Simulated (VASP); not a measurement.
# WS2 in VASP: further runs, part 2 of 2

VASP 6.6.1.

## 5. Single point, r2SCAN

This run uses another cell than the first one, of the same volume but with other edges.

The input, POSCAR:

```
WS2
1.0
    2.9938230589      0.0000000000      0.0000000000
   -1.4969115295      2.5927268235      0.0000000000
    0.0000000000      0.0000000000     26.7496790045
W S
2 4
Direct
    0.3333333333      0.6666666667      0.6379434935
    0.6666666667      0.3333333333      0.3620565065
    0.3333333333      0.6666666667      0.2962425097
    0.6666666667      0.3333333333      0.5721038223
    0.3333333333      0.6666666667      0.4278961777
    0.6666666667      0.3333333333      0.7037574903
```

The input, INCAR.step1:

```
  ALGO = Normal
  EDIFF = 1E-4
  ENCUT = 520
  GGA = PE
  ISMEAR = 0
  LASPH = True
  LCHARG = False
  LREAL = False
  LWAVE = True
  NBANDS = 35
  NELM = 80
  PREC = Accurate
  SIGMA = 0.05
```

The input, INCAR.step2:

```
  ALGO = Normal
  EDIFF = 1E-6
  ENCUT = 520
  ISIF = 2
  ISMEAR = 0
  ISTART = 1
  LASPH = True
  LCHARG = True
  LELF = True
  LMIXTAU = True
  LREAL = False
  LVHAR = True
  LWAVE = False
  METAGGA = R2SCAN
  NBANDS = 35
  NELM = 80
  PREC = Accurate
  SIGMA = 0.05
```

The input, KPOINTS:

```
k-points
0
Gamma
  12 12 2
```

Potentials or basis: VASP PAW PBE potentials, release 64 (W_sv, S).

The run is started by

```bash
$ cat potpaw_PBE.64/W_sv/POTCAR potpaw_PBE.64/S/POTCAR > POTCAR
$ cp INCAR.step1 INCAR
$ mpirun -np 1 vasp_std > vasp.out
$ cp INCAR.step2 INCAR
$ mpirun -np 1 vasp_std > vasp.out
```

OUTCAR:

```text
EDIFF = 1E-6
   ENCUT = 520
   ISIF = 2
   ISMEAR = 0
   ISTART = 1
   LASPH = True
   LREAL = False
   METAGGA = R2SCAN
   NELM = 80
   PREC = Accurate

 ion  position               nearest neighbor table
   1  0.333  0.667  0.638-   6 2.47   6 2.47   6 2.47   4 2.47   4 2.47   4 2.47
   2  0.667  0.333  0.362-   3 2.47   3 2.47   3 2.47   5 2.47   5 2.47   5 2.47
   3  0.333  0.667  0.296-   2 2.47   2 2.47   2 2.47
   4  0.667  0.333  0.572-   1 2.47   1 2.47   1 2.47
   5  0.333  0.667  0.428-   2 2.47   2 2.47   2 2.47
   6  0.667  0.333  0.704-   1 2.47   1 2.47   1 2.47

  LATTYP: Found a hexagonal cell.
 ALAT       =     2.9938230589
 C/A-ratio  =     8.9349565683

  Lattice vectors:

 A1 = (   2.9938230589,   0.0000000000,   0.0000000000)
 A2 = (  -1.4969115295,   2.5927268235,   0.0000000000)
 A3 = (   0.0000000000,   0.0000000000,  26.7496790045)

Analysis of symmetry for initial positions (statically):
=====================================================================
 Subroutine PRICEL returns:
 Original cell was already a primitive cell.

 Routine SETGRP: Setting up the symmetry group for a
 hexagonal supercell.

 Subroutine GETGRP returns: Found 12 space group operations
 (whereof 12 operations were pure point group operations)
 out of a pool of 24 trial point group operations.

The static configuration has the point symmetry D_3d.

Analysis of symmetry for dynamics (positions and initial velocities):
=====================================================================
 Subroutine PRICEL returns:
 Original cell was already a primitive cell.

 Routine SETGRP: Setting up the symmetry group for a
 hexagonal supercell.

 Subroutine GETGRP returns: Found 12 space group operations
 (whereof 12 operations were pure point group operations)
 out of a pool of 24 trial point group operations.

The dynamic configuration has the point symmetry D_3d.

 Subroutine INISYM returns: Found 12 space group operations
 (whereof 12 operations are pure point group operations),
 and found     1 'primitive' translations

----------------------------------------------------------------------------------------

                                     Primitive cell

  volume of cell :     207.6354

  direct lattice vectors                    reciprocal lattice vectors
     2.993823059  0.000000000  0.000000000     0.334021076  0.192847158  0.000000000
    -1.496911529  2.592726824  0.000000000     0.000000000  0.385694316  0.000000000
     0.000000000  0.000000000 26.749679004     0.000000000  0.000000000  0.037383626

  length of vectors
     2.993823059  2.993823059 26.749679004     0.385694316  0.385694316  0.037383626

  position of ions in fractional coordinates (direct lattice)
     0.333333333  0.666666667  0.637943494
     0.666666667  0.333333333  0.362056506
     0.333333333  0.666666667  0.296242510
     0.666666667  0.333333333  0.572103822
     0.333333333  0.666666667  0.427896178
     0.666666667  0.333333333  0.703757490

  ion indices of the primitive-cell ions
   primitive index   ion index
                 1           1
                 2           2
                 3           3
                 4           4
                 5           5
                 6           6

[... 21 lines left out ...]
 Subroutine IBZKPT returns following result:
 ===========================================

 Found     38 irreducible k-points:

 Following reciprocal coordinates:
            Coordinates               Weight
  0.000000  0.000000  0.000000      1.000000
  0.083333  0.000000  0.000000      6.000000
  0.166667 -0.000000  0.000000      6.000000
  0.250000 -0.000000  0.000000      6.000000
  0.333333  0.000000  0.000000      6.000000
  0.416667 -0.000000  0.000000      6.000000
[... 16 lines left out ...]
  0.250000 -0.000000  0.500000      6.000000
  0.333333  0.000000  0.500000      6.000000
 [... further k-points ...]
   k-points           NKPTS =     38   k-points in BZ     NKDIM =     38   number of bands    NBANDS=     35
   number of dos      NEDOS =    301   number of ions     NIONS =      6
   total plane-waves  NPLWV = 115200
   dimension x,y,z NGX =    24 NGY =   24 NGZ =  200
   dimension x,y,z NGXF=    48 NGYF=   48 NGZF=  400
   ions per type =               2   4
   NGX,Y,Z   is equivalent  to a cutoff of  13.33, 13.33, 12.43 a.u.
   NGXF,Y,Z  is equivalent  to a cutoff of  26.65, 26.65, 24.86 a.u.
 SYSTEM =  unknown system
   PREC   = accura    normal or accurate (medium, high low for compatibility)
   ISTART =      1    job   : 0-new  1-cont  2-samecut
   ICHARG =      0    charge: 1-file 2-atom 10-const
   ISPIN  =      1    spin polarized calculation?
   LNONCOLLINEAR =      F non collinear calculations
   LSORBIT =      F    spin-orbit coupling
   LASPH  =      T    aspherical Exc in radial PAW
   ENCUT  =  520.0 eV  38.22 Ry    6.18 a.u.   5.57  5.57 49.74*2*pi/ulx,y,z
   NELM   =     80;   NELMIN=  2; NELMDL=  0     # of ELM steps
   EDIFF  = 0.1E-05   stopping-criterion for ELM
   LREAL  =      F    real-space projection
   EDIFFG = 0.1E-04   stopping-criterion for IOM
   NSW    =      0    number of steps for IOM
   IBRION =     -1    ionic relax: 0-MD 1-quasi-New 2-CG
   NFREE  =      0    steps in history (QN), initial steepest desc. (CG)
   ISIF   =      2    stress and relaxation
   ISYM   =      2    0-nonsym 1-usesym 2-fastsym
   POTIM  = 0.5000    time-step for ionic-motion
   TEBEG  =    0.0;   TEEND  =   0.0 temperature during run
   PSTRESS=    0.0 pullay stress
   NELECT =      52.0000    total number of electrons
   NUPDOWN=      -1.0000    fix difference up-down
   EMIN   =  10.00;   EMAX   =-10.00  energy-range for DOS
   EFERMI =   0.00;   METHOD = LEGACY
   ISMEAR =     0;   SIGMA  =   0.05  broadening in eV -4-tet -1-fermi 0-gaus
   EFERMI_NEDOS =   21; number of points for ismear=-14 and -15
   IALGO  =     38    algorithm
   IMIX   =      4    mixing-type and parameters
     AMIX     =   0.40;   BMIX     =  1.00
     AMIX_MAG =   1.60;   BMIX_MAG =  1.00
  volume/ion in A,a.u.               =      34.61       233.53
  Fermi-wavevector in a.u.,A,eV,Ry     =   1.031911  1.950029 14.488024  1.064840
  Thomas-Fermi vector in A             =   2.166082
   LORBIT       =      0    0 simple, 1 ext, 2 COOP (PROOUT), +10 PAW based schemes
   METAGGA = R2SCAN    functional components
   LHFCALC =     F    Hartree Fock is set to
   AEXX    =    0.0000 exact exchange contribution
   IVDW    =     0    specifies the selected vdW correction
   LEPSILON=     F    determine dielectric tensor
   LRPA    =     F    only Hartree local field effects (RPA)
 non-spin polarized calculation
 Gauss-broadening in eV      SIGMA  =   0.05
  energy-cutoff  :      520.00
  volume of cell :      207.64
 maximum number of plane-waves:      5679
 NGX is ok and might be reduce to    24

 number of electron      51.9999998 magnetization

 Free energy of the ion-electron system (eV)
  ---------------------------------------------------
  ext. energy  EPLUGINS =         0.00000000
  ---------------------------------------------------
  free energy    TOTEN  =      -138.59854248 eV

  energy without entropy =     -138.59854248  energy(sigma->0) =     -138.59854248

 E-fermi :   0.8860     XC(G=0):  -6.2605

 val. band max:        0.6506184147   @ k =   0.3333   0.3333   0.5000
 cond. band min:       1.9115646535   @ k =   0.1667   0.1667   0.0000
 fundamental gap:      1.2609462388
 Fermi energy:         0.8860203235

 k-point     1 :       0.0000    0.0000    0.0000
  band No.  band energies     occupation
      1     -75.1801      2.00000
      2     -75.1801      2.00000
      3     -38.8503      2.00000
      4     -38.8503      2.00000
      5     -38.4262      2.00000
      6     -38.4262      2.00000
[... 901 lines left out ...]
     34       5.2878      0.00000
     35       7.4756      0.00000

 [... further k-points ...]
[... 5 lines left out ...]
  --------------------------------------------------------------------------------------
  -------------------------------------------------------------------------------------
  Total        8.6460441      8.6460441    -17.1247105     -0.0000000      0.0000000      0.0000000
  in kB       66.7154718     66.7154718   -132.1394081     -0.0000000      0.0000000      0.0000000
  external PRESSURE =       0.4305118 kB  Pullay stress =       0.0000000 kB

 VOLUME and BASIS-vectors are now :
 -----------------------------------------------------------------------------
  energy-cutoff  :      520.00
  volume of cell :      207.64
      direct lattice vectors                 reciprocal lattice vectors
     2.993823059  0.000000000  0.000000000     0.334021076  0.192847158  0.000000000
    -1.496911529  2.592726824  0.000000000     0.000000000  0.385694316  0.000000000
     0.000000000  0.000000000 26.749679004     0.000000000  0.000000000  0.037383626

 POSITION                                       TOTAL-FORCE (eV/Angst)
 -----------------------------------------------------------------------------------
     -0.00000      1.72848     17.06478         0.000000      0.000000     -0.003312
      1.49691      0.86424      9.68490         0.000000     -0.000000      0.003312
     -0.00000      1.72848      7.92439         0.000000      0.000000      2.404710
      1.49691      0.86424     15.30359        -0.000000      0.000000      2.376133
     -0.00000      1.72848     11.44609         0.000000     -0.000000     -2.376133
      1.49691      0.86424     18.82529        -0.000000      0.000000     -2.404710
 -----------------------------------------------------------------------------------
    total drift:                               -0.000000      0.000000     -0.000000

  FREE ENERGIE OF THE ION-ELECTRON SYSTEM (eV)
  ---------------------------------------------------
  free  energy   TOTEN  =      -138.5985424757 eV

  energy  without entropy=     -138.5985424757  energy(sigma->0) =     -138.59854248
```

Wall time 21 min (1 thread of Intel Xeon Platinum 8259CL at 2.50GHz (Skylake/Cascade Lake), shared host); peak memory 0.51 GiB.

What came out:

- Free energy: -138.5985 eV
- Largest force: 2.405 eV/Å
- Band gap on the k mesh: 1.26 eV (least direct gap 1.92 eV)

Forces in eV/Å, atoms in the order of the input:
```
W    0.000  0.000 -0.003
W    0.000  0.000  0.003
S    0.000  0.000  2.405
S    0.000  0.000  2.376
S    0.000  0.000 -2.376
S    0.000  0.000 -2.405
```

Caveat: there is no dipole correction, which matters where the two faces differ; the PAW data sets were made with another functional, which shifts forces and pressure a little; spin-orbit coupling is left out, which moves the levels of the heavy elements.

## 6. Overview

| cell | gap on the mesh (eV) | largest force (eV/Å) |
| --- | --- | --- |
| a = 3.225, b = 3.225, c = 23.052 Å, angles 90.0, 90.0, 120.0°, 6 atoms | 1.02 | 0.61 |
| a = 3.130, b = 3.130, c = 24.471 Å, angles 90.0, 90.0, 120.0°, 6 atoms | 1.82 | 0.66 |
| a = 3.359, b = 3.359, c = 21.256 Å, angles 90.0, 90.0, 120.0°, 6 atoms | none | 2.35 |
| a = 2.994, b = 2.994, c = 26.750 Å, angles 90.0, 90.0, 120.0°, 6 atoms | 1.26 | 2.40 |

Alike in all rows: task single point; level r2SCAN; potentials or basis VASP PAW PBE potentials, release 64 (W_sv, S); no spin polarisation; k mesh 12 × 12 × 2; cutoff (eV) 520; smearing gaussian 0.05 eV.

Caveats: there is no dipole correction, which matters where the two faces differ; the PAW data sets were made with another functional, which shifts forces and pressure a little; spin-orbit coupling is left out, which moves the levels of the heavy elements.

Absolute energies hang on the potentials; compare differences alone.
